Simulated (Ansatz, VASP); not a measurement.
**RbCl in VASP and in Ansatz**

```
CELL_PARAMETERS angstrom
0.00000 3.30871 3.30871
3.30871 0.00000 3.30871
3.30871 3.30871 0.00000
ATOMIC_POSITIONS crystal
Rb 0.00000 0.00000 0.00000
Cl 0.50000 0.50000 0.50000
```

Alike in both runs: task relaxation of cell and atoms; functional PBEsol; k mesh 6 × 6 × 6; occupations gaussian, width 0.02 eV; no spin polarisation.

|  | VASP | Ansatz |
| --- | --- | --- |
| version | VASP 6.6.1 | Ansatz 0.2.0 |
| potentials or method | VASP PAW PBE potentials, release 64 (Rb_sv, Cl), cutoff 500 eV | scalar-relativistic, plane waves, PAW |
| valence electrons in the cell | 16 | 16 |

|  | VASP | Ansatz | Ansatz less VASP |
| --- | --- | --- | --- |
| gap on the k mesh at the Fermi level, each at its own relaxed structure (eV) | 4.89 | 4.90 | +0.012 |
| relaxed volume (Å³/atom) | 35.08 | 34.97 | -0.107 |
| relaxed cell length with the largest relative difference (Å) | 4.629 | 4.625 | -0.0047 |

VASP's potentials were made for PBE, not for PBEsol.
